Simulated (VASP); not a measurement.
Runs of VASP 6.6.1 on As. The structure is that of space group P6_3/mmc (No. 194), or close to it. The cells are those of the table. 

```tsv
task	spin	cell	k mesh	cutoff (eV)	gap on the mesh (eV)	pressure (GPa)
single point	off	a = 3.077, b = 3.077, c = 4.696 Å, angles 90.0, 90.0, 120.0°, 2 atoms	19 × 19 × 11	520	none	(a)
single point	off	a = 3.035, b = 3.035, c = 4.632 Å, angles 90.0, 90.0, 120.0°, 2 atoms	13 × 13 × 8	520	none	(b)
single point	off	a = 2.949, b = 2.949, c = 4.500 Å, angles 90.0, 90.0, 120.0°, 2 atoms	13 × 13 × 8	520	none	13.8
relaxation of cell and atoms	off	relaxed from a = 2.958, b = 2.958, c = 4.830 Å, angles 90.0, 90.0, 120.0°, 2 atoms	12 × 12 × 7	600	none	0.0
single point	off	a = 2.993, b = 2.993, c = 4.567 Å, angles 90.0, 90.0, 120.0°, 2 atoms	13 × 13 × 8	520	none	8.3
single point	off	a = 3.157, b = 3.157, c = 4.818 Å, angles 90.0, 90.0, 120.0°, 2 atoms	13 × 13 × 8	520	none	-5.0
single point	non-collinear, zero start, SOC	a = 3.077, b = 3.077, c = 4.696 Å, angles 90.0, 90.0, 120.0°, 2 atoms	12 × 12 × 7	520	-	0.1
single point	off	a = 3.195, b = 3.195, c = 4.877 Å, angles 90.0, 90.0, 120.0°, 2 atoms	13 × 13 × 8	520	none	-6.9
single point	off	a = 3.077, b = 3.077, c = 4.696 Å, angles 90.0, 90.0, 120.0°, 2 atoms	12 × 12 × 7	520	none	0.1
single point	off	a = 3.077, b = 3.077, c = 4.696 Å, angles 90.0, 90.0, 120.0°, 2 atoms	13 × 13 × 8	520	none	0.3
single point	off	a = 3.118, b = 3.118, c = 4.758 Å, angles 90.0, 90.0, 120.0°, 2 atoms	13 × 13 × 8	520	none	-2.6
```

Alike in all rows: level PBE; potentials or basis VASP PAW PBE potentials, release 64 (As); smearing fermi-dirac 0.1 eV.

Problem. Fill in the values left out.

Solution. (a) 0.2; (b) 3.9.

A k mesh can miss the band edges, and rows without SOC leave out spin-orbit coupling on As.

A gap of «none» marks levels without a gap at the run's occupations.
